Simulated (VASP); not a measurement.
# Ba (Im-3m) in VASP: a series of runs

Ba is run at these levels: PBE; tasks: single point, relaxation of cell and atoms.

Program: VASP 6.6.1. These are calculated values, not measurements. Logs are shortened: lines on timing, memory, paths and dates and some standing lists are left out, and cuts for length are marked.

## 1. The cell of the first run

It takes space group Im-3m (No. 229, cubic). The conventional cell has a = 4.962 Å, b = 4.962 Å, c = 4.962 Å, α = 90.00°, β = 90.00°, γ = 90.00°. Within 5.6 Å of Ba (site symmetry m-3m) lie 14 Ba at 4.30 to 4.96 Å.

## 2. Single point, PBE (volume scaled by 0.97)

INCAR reads:

```
SYSTEM = Ba
PREC = Accurate
ENCUT = 520
EDIFF = 1E-6
ISMEAR = 0
SIGMA = 0.1
LREAL = .FALSE.
LASPH = .TRUE.
NELM = 80
ALGO = Normal
ISIF = 2
LWAVE = .FALSE.
LCHARG = .FALSE.
GGA = PE
NBANDS = 11
```

KPOINTS reads:

```
regular mesh
0
G
  12 12 12
  0 0 0
```

POSCAR reads:

```
Ba
1.0
   -2.4811800871      2.4811800871      2.4811800871
    2.4811800871     -2.4811800871      2.4811800871
    2.4811800871      2.4811800871     -2.4811800871
Ba
1
Direct
    0.0000000000      0.0000000000      0.0000000000
```

Potentials or basis: VASP PAW PBE potentials, release 64 (Ba_sv).

Started as:

```bash
cat potpaw_PBE.64/Ba_sv/POTCAR > POTCAR
mpirun -np 1 vasp_std > vasp.out
```

OUTCAR:

```text
SYSTEM = Ba
   PREC = Accurate
   ENCUT = 520
   EDIFF = 1E-6
   ISMEAR = 0
   LREAL = .FALSE.
   LASPH = .TRUE.
   NELM = 80
   ISIF = 2
   GGA = PE

 ion  position               nearest neighbor table
   1  0.000  0.000  0.000-

  LATTYP: Found a body centered cubic cell.
 ALAT       =     4.9623601742

  Lattice vectors:

 A1 = (  -2.4811800871,   2.4811800871,   2.4811800871)
 A2 = (   2.4811800871,  -2.4811800871,   2.4811800871)
 A3 = (   2.4811800871,   2.4811800871,  -2.4811800871)

Analysis of symmetry for initial positions (statically):
=====================================================================
 Subroutine PRICEL returns:
 Original cell was already a primitive cell.

 Routine SETGRP: Setting up the symmetry group for a
 body centered cubic supercell.

 Subroutine GETGRP returns: Found 48 space group operations
 (whereof 48 operations were pure point group operations)
 out of a pool of 48 trial point group operations.

The static configuration has the point symmetry O_h .

Analysis of symmetry for dynamics (positions and initial velocities):
=====================================================================
 Subroutine PRICEL returns:
 Original cell was already a primitive cell.

 Routine SETGRP: Setting up the symmetry group for a
 body centered cubic supercell.

 Subroutine GETGRP returns: Found 48 space group operations
 (whereof 48 operations were pure point group operations)
 out of a pool of 48 trial point group operations.

The dynamic configuration has the point symmetry O_h .

 Subroutine INISYM returns: Found 48 space group operations
 (whereof 48 operations are pure point group operations),
 and found     1 'primitive' translations

----------------------------------------------------------------------------------------

                                     Primitive cell

  volume of cell :      61.0991

  direct lattice vectors                    reciprocal lattice vectors
    -2.481180087  2.481180087  2.481180087     0.000000000  0.201517013  0.201517013
     2.481180087 -2.481180087  2.481180087     0.201517013  0.000000000  0.201517013
     2.481180087  2.481180087 -2.481180087     0.201517013  0.201517013  0.000000000

  length of vectors
     4.297529974  4.297529974  4.297529974     0.284988093  0.284988093  0.284988093

  position of ions in fractional coordinates (direct lattice)
     0.000000000  0.000000000  0.000000000

  ion indices of the primitive-cell ions
   primitive index   ion index
                 1           1

----------------------------------------------------------------------------------------

 KPOINTS: regular mesh

Automatic generation of k-mesh.
 Grid dimensions read from file:
 generate k-points for:   12   12   12

 Generating k-lattice:

  Cartesian coordinates                     Fractional coordinates (reciprocal lattice)
     0.000000000  0.016793084  0.016793084     0.083333333  0.000000000  0.000000000
     0.016793084  0.000000000  0.016793084     0.000000000  0.083333333  0.000000000
     0.016793084  0.016793084  0.000000000     0.000000000  0.000000000  0.083333333

  Length of vectors
     0.023749008  0.023749008  0.023749008

  Shift w.r.t. Gamma in fractional coordinates (k-lattice)
     0.000000000  0.000000000  0.000000000

 Subroutine IBZKPT returns following result:
 ===========================================

 Found     72 irreducible k-points:

 Following reciprocal coordinates:
            Coordinates               Weight
  0.000000  0.000000  0.000000      1.000000
  0.083333  0.000000  0.000000     12.000000
  0.166667  0.000000  0.000000     12.000000
  0.250000  0.000000  0.000000     12.000000
  0.333333  0.000000  0.000000     12.000000
  0.416667  0.000000  0.000000     12.000000
[... 16 lines left out ...]
  0.333333  0.083333  0.083333     24.000000
  0.416667  0.083333  0.083333     12.000000
 [... further k-points ...]
   k-points           NKPTS =     72   k-points in BZ     NKDIM =     72   number of bands    NBANDS=     11
   number of dos      NEDOS =    301   number of ions     NIONS =      1
   total plane-waves  NPLWV =  32768
   dimension x,y,z NGX =    32 NGY =   32 NGZ =   32
   dimension x,y,z NGXF=    64 NGYF=   64 NGZF=   64
   ions per type =               1
   NGX,Y,Z   is equivalent  to a cutoff of  12.38, 12.38, 12.38 a.u.
   NGXF,Y,Z  is equivalent  to a cutoff of  24.76, 24.76, 24.76 a.u.
 SYSTEM =  Ba
   PREC   = accura    normal or accurate (medium, high low for compatibility)
   ISTART =      0    job   : 0-new  1-cont  2-samecut
   ICHARG =      2    charge: 1-file 2-atom 10-const
   ISPIN  =      1    spin polarized calculation?
   LNONCOLLINEAR =      F non collinear calculations
   LSORBIT =      F    spin-orbit coupling
   LASPH  =      T    aspherical Exc in radial PAW
   ENCUT  =  520.0 eV  38.22 Ry    6.18 a.u.   7.99  7.99  7.99*2*pi/ulx,y,z
   NELM   =     80;   NELMIN=  2; NELMDL= -5     # of ELM steps
   EDIFF  = 0.1E-05   stopping-criterion for ELM
   LREAL  =      F    real-space projection
   EDIFFG = 0.1E-04   stopping-criterion for IOM
   NSW    =      0    number of steps for IOM
   IBRION =     -1    ionic relax: 0-MD 1-quasi-New 2-CG
   NFREE  =      0    steps in history (QN), initial steepest desc. (CG)
   ISIF   =      2    stress and relaxation
   ISYM   =      2    0-nonsym 1-usesym 2-fastsym
   POTIM  = 0.5000    time-step for ionic-motion
   TEBEG  =    0.0;   TEEND  =   0.0 temperature during run
   PSTRESS=    0.0 pullay stress
   NELECT =      10.0000    total number of electrons
   NUPDOWN=      -1.0000    fix difference up-down
   EMIN   =  10.00;   EMAX   =-10.00  energy-range for DOS
   EFERMI =   0.00;   METHOD = LEGACY
   ISMEAR =     0;   SIGMA  =   0.10  broadening in eV -4-tet -1-fermi 0-gaus
   EFERMI_NEDOS =   21; number of points for ismear=-14 and -15
   IALGO  =     38    algorithm
   IMIX   =      4    mixing-type and parameters
     AMIX     =   0.40;   BMIX     =  1.00
     AMIX_MAG =   1.60;   BMIX_MAG =  1.00
  volume/ion in A,a.u.               =      61.10       412.32
  Fermi-wavevector in a.u.,A,eV,Ry     =   0.895495  1.692240 10.910668  0.801911
  Thomas-Fermi vector in A             =   2.017834
   LORBIT       =      0    0 simple, 1 ext, 2 COOP (PROOUT), +10 PAW based schemes
   GGA     = PE    functional components
   LHFCALC =     F    Hartree Fock is set to
   AEXX    =    0.0000 exact exchange contribution
   IVDW    =     0    specifies the selected vdW correction
   LEPSILON=     F    determine dielectric tensor
   LRPA    =     F    only Hartree local field effects (RPA)
 non-spin polarized calculation
 Gauss-broadening in eV      SIGMA  =   0.10
  energy-cutoff  :      520.00
  volume of cell :       61.10
 maximum number of plane-waves:      1686
   NGX = 15   NGY = 15   NGZ = 15

 number of electron      10.0000000 magnetization

 number of electron       9.9999998 magnetization

 Free energy of the ion-electron system (eV)
  ---------------------------------------------------
  ext. energy  EPLUGINS =         0.00000000
  ---------------------------------------------------
  free energy    TOTEN  =        -1.90803754 eV

  energy without entropy =       -1.90164860  energy(sigma->0) =       -1.90484307

 E-fermi :   1.7475     XC(G=0):  -7.5071

 val. band max:        1.7184039627   @ k =  -0.4167   0.5000   0.2500
 cond. band min:       1.7607644164   @ k =  -0.3333   0.3333   0.3333
 fundamental gap:      0.0423604537
 Fermi energy:         1.7474522163

 k-point     1 :       0.0000    0.0000    0.0000
  band No.  band energies     occupation
      1     -27.0841      2.00000
      2     -12.0155      2.00000
      3     -12.0155      2.00000
      4     -12.0155      2.00000
      5      -1.0158      2.00000
      6       3.6146      0.00000
      7       3.6146      0.00000
      8       3.6146      0.00000
      9       5.0563      0.00000
     10       5.0563      0.00000
     11       8.7739      0.00000

 k-point     2 :       0.0833    0.0000    0.0000
  band No.  band energies     occupation
      1     -27.0808      2.00000
      2     -12.0522      2.00000
      3     -12.0266      2.00000
      4     -12.0157      2.00000
      5      -0.8807      2.00000
      6       3.5032      0.00000
      7       3.5554      0.00000
      8       3.7520      0.00000
      9       4.8754      0.00000
     10       5.0466      0.00000
     11       8.9293      0.00000

 k-point     3 :       0.1667    0.0000    0.0000
  band No.  band energies     occupation
      1     -27.0718      2.00000
      2     -12.1503      2.00000
      3     -12.0569      2.00000
      4     -12.0164      2.00000
      5      -0.5039      2.00000
      6       3.2350      0.00000
      7       3.2986      0.00000
      8       4.1574      0.00000
      9       4.7098      0.00000
     10       5.0477      0.00000
     11       9.2463      0.00000

 k-point     4 :       0.2500    0.0000    0.0000
  band No.  band energies     occupation
      1     -27.0594      2.00000
      2     -12.2794      2.00000
      3     -12.0978      2.00000
      4     -12.0174      2.00000
      5       0.0232      2.00000
      6       2.9278      0.00000
      7       2.9304      0.00000
      8       4.8087      0.00000
      9       4.8094      0.00000
     10       5.1149      0.00000
     11       9.1372      0.00000

 k-point     5 :       0.3333    0.0000    0.0000
  band No.  band energies     occupation
      1     -27.0470      2.00000
      2     -12.4033      2.00000
      3     -12.1380      2.00000
      4     -12.0184      2.00000
      5       0.5205      2.00000
      6       2.6665      0.00000
      7       2.7553      0.00000
      8       4.9991      0.00000
      9       5.2777      0.00000
     10       5.6606      0.00000
     11       8.4475      0.00000
[... 211 lines left out ...]
 k-point    21 :       0.1667    0.0833    0.0833
  band No.  band energies     occupation
      1     -27.0557      2.00000
      2     -12.3159      2.00000
      3     -12.0873      2.00000
      4     -12.0454      2.00000
      5       0.2494      2.00000
      6       2.7258      0.00000
      7       2.7519      0.00000
      8       4.9426      0.00000
      9       5.1655      0.00000
     10       5.2826      0.00000
     11       9.4691      0.00000

 k-point    22 :       0.2500    0.0833    0.0833
  band No.  band energies     occupation
      1     -27.0447      2.00000
      2     -12.4063      2.00000
      3     -12.1420      2.00000
      4     -12.0492      2.00000
      5       0.7736      2.00000
      6       2.5319      0.00000
      7       2.5645      0.00000
      8       5.0918      0.00000
      9       5.3725      0.00000
     10       6.1057      0.00000
     11       8.7824      0.00000

 k-point    23 :       0.3333    0.0833    0.0833
  band No.  band energies     occupation
      1     -27.0366      2.00000
      2     -12.4675      2.00000
      3     -12.1851      2.00000
      4     -12.0520      2.00000
      5       1.0632      2.00000
      6       2.3969      0.00000
      7       2.7291      0.00000
      8       5.1875      0.00000
      9       5.5653      0.00000
     10       6.8966      0.00000
     11       8.1392      0.00000

 k-point    24 :       0.4167    0.0833    0.0833
  band No.  band energies     occupation
      1     -27.0336      2.00000
      2     -12.4890      2.00000
      3     -12.2013      2.00000
      4     -12.0530      2.00000
      5       1.1213      2.00000
      6       2.3515      0.00000
      7       2.9152      0.00000
      8       5.1712      0.00000
      9       5.6588      0.00000
     10       7.4128      0.00000
     11       7.6209      0.00000

 [... further k-points ...]

------------------------ aborting loop because EDIFF is reached ----------------------------------------

  FORCE on cell =-STRESS in cart. coord.  units (eV):
  Direction    XX          YY          ZZ          XY          YZ          ZX
  --------------------------------------------------------------------------------------
  -------------------------------------------------------------------------------------
  Total        0.1411263      0.1411263      0.1411263      0.0000000      0.0000000     -0.0000000
  in kB        3.7006996      3.7006996      3.7006996      0.0000000      0.0000000     -0.0000000
  external PRESSURE =       3.7006996 kB  Pullay stress =       0.0000000 kB

 VOLUME and BASIS-vectors are now :
 -----------------------------------------------------------------------------
  energy-cutoff  :      520.00
  volume of cell :       61.10
      direct lattice vectors                 reciprocal lattice vectors
    -2.481180087  2.481180087  2.481180087     0.000000000  0.201517013  0.201517013
     2.481180087 -2.481180087  2.481180087     0.201517013  0.000000000  0.201517013
     2.481180087  2.481180087 -2.481180087     0.201517013  0.201517013  0.000000000

 POSITION                                       TOTAL-FORCE (eV/Angst)
 -----------------------------------------------------------------------------------
      0.00000      0.00000      0.00000         0.000000     -0.000000      0.000000
 -----------------------------------------------------------------------------------
    total drift:                               -0.000000      0.000000      0.000000

  FREE ENERGIE OF THE ION-ELECTRON SYSTEM (eV)
  ---------------------------------------------------
  free  energy   TOTEN  =        -1.9080375448 eV

  energy  without entropy=       -1.9016485976  energy(sigma->0) =       -1.90484307
```

It took 19 s on 1 thread of Intel Xeon Platinum 8375C at 2.90GHz (Ice Lake), shared host; peak memory 0.2 GiB.

Results:

* Free energy: -1.9080 eV
* Pressure: 0.4 GPa
* Band gap on the k mesh: zero (band 5 reaches 2.30 eV, above the bottom of band 6 at 1.16 eV)

Caveat: the cell differs from its parent crystal (volume scaled by 0.97); spin-orbit coupling is left out, which moves the levels of the heavy elements.

## 3. Single point, PBE

This run uses another cell than the first one, of 62.99 Å³/atom, 1.031 times its volume.

INCAR reads:

```
ALGO = Fast
EDIFF = 1E-6
ENCUT = 520
GGA = PE
ISIF = 2
ISMEAR = 0
LASPH = T
LCHARG = F
LREAL = F
LWAVE = F
NBANDS = 11
NELM = 100
PREC = Accurate
SIGMA = 0.1
```

KPOINTS reads:

```
k-points
0
Gamma
  12 12 12
```

POSCAR reads:

```
Ba
1.0
   -2.5065000000      2.5065000000      2.5065000000
    2.5065000000     -2.5065000000      2.5065000000
    2.5065000000      2.5065000000     -2.5065000000
Ba
1
Direct
    0.0000000000      0.0000000000      0.0000000000
```

Potentials or basis: VASP PAW PBE potentials, release 64 (Ba_sv).

Started as:

```bash
cat potpaw_PBE.64/Ba_sv/POTCAR > POTCAR
mpirun -np 1 vasp_std > vasp.out
```

Wall time 19 s (1 thread of Intel Xeon Platinum 8375C at 2.90GHz (Ice Lake), shared host); peak memory 0.2 GiB.

It converged, with:

| Property | Result |
| --- | --- |
| Free energy | -1.9108 eV |
| Pressure | 0.1 GPa |
| Band gap on the k mesh | zero (band 5 reaches 2.17 eV, above the bottom of band 6 at 1.10 eV) |

Levels at points of the mesh, in eV from the Fermi level:
| k point | band 3 | band 4 | band 5 | band 6 | band 7 | band 8 |
| --- | --- | --- | --- | --- | --- | --- |
| (0.00, 0.00, 0.00) | -13.83 | -13.83 | -2.75 | 1.83 | 1.83 | 1.83 |
| (0.50, 0.00, 0.00) | -13.98 | -13.83 | -0.89 | 0.69 | 1.25 | 3.20 |
| (0.50, 0.50, 0.50) | -14.15 | -14.15 | -0.54 | -0.54 | 4.36 | 4.36 |

Caveat: spin-orbit coupling is left out, which moves the levels of the heavy elements.

(Part 1 of 4 ends here.)
